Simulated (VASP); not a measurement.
## GdTl5Co: single point with PBE

Crystal: GdTl5Co.

```
Tl Co Gd
1.0
     4.77241    0.00000    0.00000
     0.00000    4.77241    0.00000
     0.00000    0.00000    7.72262
Tl Co Gd
5 1 1
Cartesian
  0.0000 2.3862 2.3546
  2.3862 0.0000 2.3546
  0.0000 2.3862 5.3680
  2.3862 0.0000 5.3680
  2.3862 2.3862 0.0000
  0.0000 0.0000 3.8613
  0.0000 0.0000 0.0000
```

```
Program             : VASP 6.6.1
Task                : single point
Functional          : PBE
Potentials or basis : VASP PAW PBE potentials, release 64 (Tl_d, Co, Gd)
Cutoff              : 520 eV
k mesh              : 5 × 5 × 3
Occupations         : methfessel-paxton, width 0.0109 eV
Spin                : collinear spin
Starting moments    : [0.0, 0.0, 0.0, 0.0, -0.01, -0.43, 7.65] μB
```

- Pressure: -0.2 GPa
- Largest force: 0.023 eV/Å
- Net moment: 7.06 μB per cell
- Site moments: Tl -0.01, +0.01 (each value once); Co -0.02; Gd +6.76 μB
- Valence electrons inside the program's atomic spheres: Tl 11.28, 11.29 (each value once); Co 8.02; Gd 15.20

Forces on the atoms (eV/Å):
```
Tl   0.000  0.000 -0.023
Tl   0.000  0.000 -0.023
Tl   0.000  0.000  0.023
Tl   0.000  0.000  0.023
Tl   0.000  0.000  0.000
Co   0.000  0.000  0.000
Gd   0.000  0.000  0.000
```

Stress tensor (GPa, compression positive):
```
-0.23  0.00  0.00
 0.00 -0.23  0.00
 0.00  0.00 -0.08
```

Levels at points of the mesh, in eV from the Fermi level:
Spin up:
```csv
k point,band 46,band 47,band 48,band 49,band 50,band 51,band 52,band 53
"(0.00, 0.00, 0.00)",-1.42,-1.30,-0.75,0.40,0.60,0.60,0.75,1.59
```
Spin down:
```csv
k point,band 39,band 40,band 41,band 42,band 43,band 44,band 45,band 46
"(0.00, 0.00, 0.00)",-1.30,-1.17,-0.79,0.23,0.23,0.26,0.37,0.42
```

Wall time 16 min on 1 thread of Intel(R) Xeon(R) 6975P-C (Granite Rapids), on a shared host, peak memory 0.46 GiB.

Caveat: spin-orbit coupling is left out, which moves the levels of the heavy elements; semilocal functionals describe open f shells poorly, which spoils levels, moments and volumes.
